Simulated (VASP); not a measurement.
# Ti2Se5 (P4_2/nmc) in VASP: single point with r2SCAN

Aim: the single point of Ti2Se5 with r2SCAN.

Everything below comes from runs of VASP 6.6.1. Logs are shortened: lines on timing, memory, paths and dates and some standing lists are left out, and cuts for length are marked.

## (1) The cell of the first run

The structure is tetragonal, space group P4_2/nmc (No. 137). Conventional cell: a = 5.192 Å, b = 5.192 Å, c = 10.141 Å, α = 90.00°, β = 90.00°, γ = 90.00°. Ti (site symmetry 2mm) has 10 Se at 2.79 to 2.92 Å within 3.7 Å. Se (site symmetry m) has 8 Se at 2.52 to 3.47 Å and 4 Ti at 2.85 to 2.92 Å within 3.5 Å. Within 3.8 Å of Se (site symmetry -4m2) lie 4 Ti at 2.79 Å and 12 Se at 3.28 to 3.80 Å.

## (2) Single point, r2SCAN

File POSCAR:

```
Ti2Se5
1.0
    5.1918460000      0.0000000000      0.0000000000
    0.0000000000      5.1918460000      0.0000000000
    0.0000000000      0.0000000000     10.1409080000
Ti Se
4 10
Direct
    0.2500000000      0.2500000000      0.3509000000
    0.2500000000      0.2500000000      0.8509000000
    0.7500000000      0.7500000000      0.6491000000
    0.7500000000      0.7500000000      0.1491000000
    0.2500000000      0.5069300000      0.1030700000
    0.9930700000      0.2500000000      0.6030700000
    0.2500000000      0.9930700000      0.1030700000
    0.5069300000      0.2500000000      0.6030700000
    0.7500000000      0.4930700000      0.8969300000
    0.4930700000      0.7500000000      0.3969300000
    0.7500000000      0.0069300000      0.8969300000
    0.0069300000      0.7500000000      0.3969300000
    0.7500000000      0.2500000000      0.2500000000
    0.2500000000      0.7500000000      0.7500000000
```

File INCAR.step1:

```
SYSTEM = Ti2Se5
PREC     = Accurate       ! precision mode
ENCUT    = 550            ! plane-wave cutoff, eV
ISMEAR   = -1             ! smearing method
SIGMA    = 0.1            ! smearing width, eV
LREAL    = .False.        ! projectors in reciprocal space
LASPH    = .True.         ! aspherical terms in the spheres
NELM     = 120            ! most SCF steps
NBANDS   = 67             ! bands
GGA      = PE             ! functional
ALGO     = Normal         ! electronic algorithm
EDIFF    = 1E-5           ! SCF threshold, eV
LWAVE    = .True.         ! write WAVECAR
LCHARG   = .False.        ! write CHGCAR
GGA_COMPAT= .False.
```

File INCAR.step2:

```
SYSTEM = Ti2Se5
PREC     = Accurate       ! precision mode
ENCUT    = 550            ! plane-wave cutoff, eV
EDIFF    = 1E-6           ! SCF threshold, eV
ISMEAR   = -1             ! smearing method
SIGMA    = 0.1            ! smearing width, eV
LREAL    = .False.        ! projectors in reciprocal space
LASPH    = .True.         ! aspherical terms in the spheres
NELM     = 120            ! most SCF steps
ALGO     = Normal         ! electronic algorithm
ISIF     = 2              ! what is computed and relaxed
LWAVE    = .False.        ! write WAVECAR
LCHARG   = .True.         ! write CHGCAR
METAGGA  = R2SCAN         ! meta-GGA
LMIXTAU  = .True.       
LELF     = .True.         ! ELF
LVHAR    = .True.       
NBANDS   = 67             ! bands
ISTART   = 1            
GGA_COMPAT= .False.
```

File KPOINTS:

```
Automatic mesh
0
Gamma
  7 7 4
  0 0 0
```

Potentials or basis: VASP PAW PBE potentials, release 64 (Ti_sv, Se).

Command:

```bash
$ cat potpaw_PBE.64/Ti_sv/POTCAR potpaw_PBE.64/Se/POTCAR > POTCAR
$ cp INCAR.step1 INCAR
$ mpirun -np 1 vasp_std > vasp.out
$ cp INCAR.step2 INCAR
$ mpirun -np 1 vasp_std > vasp.out
```

OUTCAR:

```text
SYSTEM = Ti2Se5
   PREC = Accurate
   ENCUT = 550
   EDIFF = 1E-6
   ISMEAR = -1
   LREAL = .False.
   LASPH = .True.
   NELM = 120
   ISIF = 2
   METAGGA = R2SCAN
   ISTART = 1

 ion  position               nearest neighbor table
   1  0.250  0.250  0.351-  13 2.79  13 2.79   5 2.85   7 2.85
   2  0.250  0.250  0.851-  14 2.79  14 2.79   6 2.85   8 2.85
   3  0.750  0.750  0.649-  14 2.79  14 2.79   9 2.85  11 2.85
   4  0.750  0.750  0.149-  13 2.79  13 2.79  10 2.85  12 2.85
   5  0.250  0.507  0.103-   7 2.52   7 2.67   1 2.85
   6  0.993  0.250  0.603-   8 2.52   8 2.67   2 2.85
   7  0.250  0.993  0.103-   5 2.52   5 2.67   1 2.85
   8  0.507  0.250  0.603-   6 2.52   6 2.67   2 2.85
   9  0.750  0.493  0.897-  11 2.52  11 2.67   3 2.85
  10  0.493  0.750  0.397-  12 2.52  12 2.67   4 2.85
  11  0.750  0.007  0.897-   9 2.52   9 2.67   3 2.85
  12  0.007  0.750  0.397-  10 2.52  10 2.67   4 2.85
  13  0.750  0.250  0.250-   1 2.79   4 2.79   4 2.79   1 2.79
  14  0.250  0.750  0.750-   2 2.79   3 2.79   2 2.79   3 2.79

  LATTYP: Found a simple tetragonal cell.
 ALAT       =     5.1918460000
 C/A-ratio  =     1.9532374419

  Lattice vectors:

 A1 = (   5.1918460000,   0.0000000000,   0.0000000000)
 A2 = (   0.0000000000,   5.1918460000,   0.0000000000)
 A3 = (   0.0000000000,   0.0000000000,  10.1409080000)

Analysis of symmetry for initial positions (statically):
=====================================================================
 Subroutine PRICEL returns:
 Original cell was already a primitive cell.

 Routine SETGRP: Setting up the symmetry group for a
 simple tetragonal supercell.

 Subroutine GETGRP returns: Found 16 space group operations
 (whereof  2 operations were pure point group operations)
 out of a pool of 16 trial point group operations.

The static configuration has the point symmetry S_2 .
 The point group associated with its full space group is D_4h.

Analysis of symmetry for dynamics (positions and initial velocities):
=====================================================================
 Subroutine PRICEL returns:
 Original cell was already a primitive cell.

 Routine SETGRP: Setting up the symmetry group for a
 simple tetragonal supercell.

 Subroutine GETGRP returns: Found 16 space group operations
 (whereof  2 operations were pure point group operations)
[... 139 lines left out ...]
   NUPDOWN=      -1.0000    fix difference up-down
   EMIN   =  10.00;   EMAX   =-10.00  energy-range for DOS
   EFERMI =   0.00;   METHOD = LEGACY
   ISMEAR =    -1;   SIGMA  =   0.10  broadening in eV -4-tet -1-fermi 0-gaus
   EFERMI_NEDOS =   21; number of points for ismear=-14 and -15
   IALGO  =     38    algorithm
   IMIX   =      4    mixing-type and parameters
     AMIX     =   0.40;   BMIX     =  1.00
     AMIX_MAG =   1.60;   BMIX_MAG =  1.00
  volume/ion in A,a.u.               =      19.53       131.76
  Fermi-wavevector in a.u.,A,eV,Ry     =   1.201275  2.270081 19.634060  1.443063
  Thomas-Fermi vector in A             =   2.337089
   LORBIT       =      0    0 simple, 1 ext, 2 COOP (PROOUT), +10 PAW based schemes
   METAGGA = R2SCAN    functional components
   LHFCALC =     F    Hartree Fock is set to
   AEXX    =    0.0000 exact exchange contribution
   IVDW    =     0    specifies the selected vdW correction
   LEPSILON=     F    determine dielectric tensor
   LRPA    =     F    only Hartree local field effects (RPA)
 non-spin polarized calculation
  energy-cutoff  :      550.00
  volume of cell :      273.35
 maximum number of plane-waves:      8035
 NGX is ok and might be reduce to    40
   NGX = 19   NGY = 19   NGZ = 39

 number of electron     108.0000005 magnetization

 Free energy of the ion-electron system (eV)
  ---------------------------------------------------
  ext. energy  EPLUGINS =         0.00000000
  ---------------------------------------------------
  free energy    TOTEN  =      -204.17098412 eV

  energy without entropy =     -203.89510787  energy(sigma->0) =     -204.03304600

 E-fermi :   6.7293     XC(G=0): -11.2194

 val. band max:        6.7093348717   @ k =   0.4286   0.2857   0.2500
 cond. band min:       6.7297792756   @ k =   0.4286   0.2857   0.5000
 fundamental gap:      0.0204444039
 Fermi energy:         6.7292695636

 k-point     1 :       0.0000    0.0000    0.0000
  band No.  band energies     occupation
      1     -53.9634      2.00000
      2     -53.9633      2.00000
      3     -53.9628      2.00000
      4     -53.9627      2.00000
      5     -29.1996      2.00000
      6     -29.1993      2.00000
[... 1645 lines left out ...]
     65       7.9226      0.00001
     66       7.9455      0.00001

 [... further k-points ...]

 [bands above 66 left out]

------------------------ aborting loop because EDIFF is reached ----------------------------------------

  FORCE on cell =-STRESS in cart. coord.  units (eV):
  Direction    XX          YY          ZZ          XY          YZ          ZX
  --------------------------------------------------------------------------------------
  -------------------------------------------------------------------------------------
  Total        0.4257102      0.4257102    -11.6552522      0.0000000     -0.0000000      0.0000000
  in kB        2.4951932      2.4951932    -68.3143297      0.0000000     -0.0000000      0.0000000
  external PRESSURE =     -21.1079811 kB  Pullay stress =       0.0000000 kB

 VOLUME and BASIS-vectors are now :
 -----------------------------------------------------------------------------
  energy-cutoff  :      550.00
  volume of cell :      273.35
      direct lattice vectors                 reciprocal lattice vectors
     5.191846000  0.000000000  0.000000000     0.192609719  0.000000000  0.000000000
     0.000000000  5.191846000  0.000000000     0.000000000  0.192609719  0.000000000
     0.000000000  0.000000000 10.140908000     0.000000000  0.000000000  0.098610499

 POSITION                                       TOTAL-FORCE (eV/Angst)
 -----------------------------------------------------------------------------------
      1.29796      1.29796      3.55844        -0.000000     -0.000000     -0.186573
      1.29796      1.29796      8.62890         0.000000     -0.000000     -0.186573
      3.89388      3.89388      6.58246        -0.000000     -0.000000      0.186573
      3.89388      3.89388      1.51201        -0.000000     -0.000000      0.186573
      1.29796      2.63190      1.04522        -0.000000     -0.460334      0.168455
      5.15587      1.29796      6.11568         0.460334     -0.000000      0.168455
      1.29796      5.15587      1.04522        -0.000000      0.460334      0.168455
      2.63190      1.29796      6.11568        -0.460334     -0.000000      0.168455
      3.89388      2.55994      9.09568         0.000000      0.460334     -0.168455
      2.55994      3.89388      4.02523         0.460334     -0.000000     -0.168455
      3.89388      0.03598      9.09568        -0.000000     -0.460334     -0.168455
      0.03598      3.89388      4.02523        -0.460334     -0.000000     -0.168455
      3.89388      1.29796      2.53523         0.000000     -0.000000      0.000000
      1.29796      3.89388      7.60568        -0.000000     -0.000000      0.000000
 -----------------------------------------------------------------------------------
    total drift:                               -0.000000      0.000000      0.000000

  FREE ENERGIE OF THE ION-ELECTRON SYSTEM (eV)
  ---------------------------------------------------
  free  energy   TOTEN  =      -204.1709841246 eV

  energy  without entropy=     -203.8951078704  energy(sigma->0) =     -204.03304600
```

OUTCAR.step1:

```text
SYSTEM = Ti2Se5
   PREC = Accurate
   ENCUT = 550
   ISMEAR = -1
   LREAL = .False.
   LASPH = .True.
[... 1929 lines left out ...]
      0.03598      3.89388      4.02523        -0.474913     -0.000000     -0.147747
      3.89388      1.29796      2.53523         0.000000     -0.000000      0.000000
      1.29796      3.89388      7.60568         0.000000     -0.000000      0.000000
 -----------------------------------------------------------------------------------
    total drift:                               -0.000000      0.000000      0.000000

  FREE ENERGIE OF THE ION-ELECTRON SYSTEM (eV)
  ---------------------------------------------------
  free  energy   TOTEN  =       -74.5596606053 eV

  energy  without entropy=      -74.2630445613  energy(sigma->0) =      -74.41135258
```

Run time: 1.5 h. Hardware: 1 thread of Intel Xeon 8259CL, shared host; peak memory 0.66 GiB.

Results:

```yaml
Free_energy: -204.1710 eV
Pressure: -2.1 GPa
Largest_force: 0.490 eV/Å
Band_gap_on_the_k_mesh: zero (bands 54 and 55 overlap by 1.17 eV)
```

Forces in eV/Å, atoms in the order of the input:
```
Ti   0.000  0.000 -0.187
Ti   0.000  0.000 -0.187
Ti   0.000  0.000  0.187
Ti   0.000  0.000  0.187
Se   0.000 -0.460  0.168
Se   0.460  0.000  0.168
Se   0.000  0.460  0.168
Se  -0.460  0.000  0.168
Se   0.000  0.460 -0.168
Se   0.460  0.000 -0.168
Se   0.000 -0.460 -0.168
Se  -0.460  0.000 -0.168
Se   0.000  0.000  0.000
Se   0.000  0.000  0.000
```

Caveat: the PAW data sets were made with another functional, which shifts forces and pressure a little.
